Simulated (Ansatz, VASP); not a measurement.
## ZnS: VASP beside Ansatz

```xyz
2
Lattice="0.0000 2.7020 2.7020 2.7020 0.0000 2.7020 2.7020 2.7020 0.0000" Properties=species:S:1:pos:R:3 pbc="T T T"
Zn    4.0530    4.0530    4.0530
S     0.0000    0.0000    0.0000
```

Alike in both runs: task relaxation of cell and atoms; functional r2SCAN; k mesh 16 × 16 × 16; occupations fermi-dirac, width 0.1 eV; no spin polarisation.

```csv
,VASP,Ansatz
version,VASP 6.6.1,Ansatz 0.2.0
potentials or method,"VASP PAW PBE potentials, release 64 (Zn, S)","PAW with Ansatz's default frozen-core files, scalar-relativistic"
plane-wave cutoff (eV),600,500
valence electrons in the cell,18,18
```

```tsv
	VASP	Ansatz	Ansatz less VASP
relaxed volume (Å³/atom)	19.57	19.56	-0.011
relaxed cell length with the largest relative difference (Å)	3.811	3.811	-0.0007
```

VASP's potentials were made for PBE, not for r2SCAN.
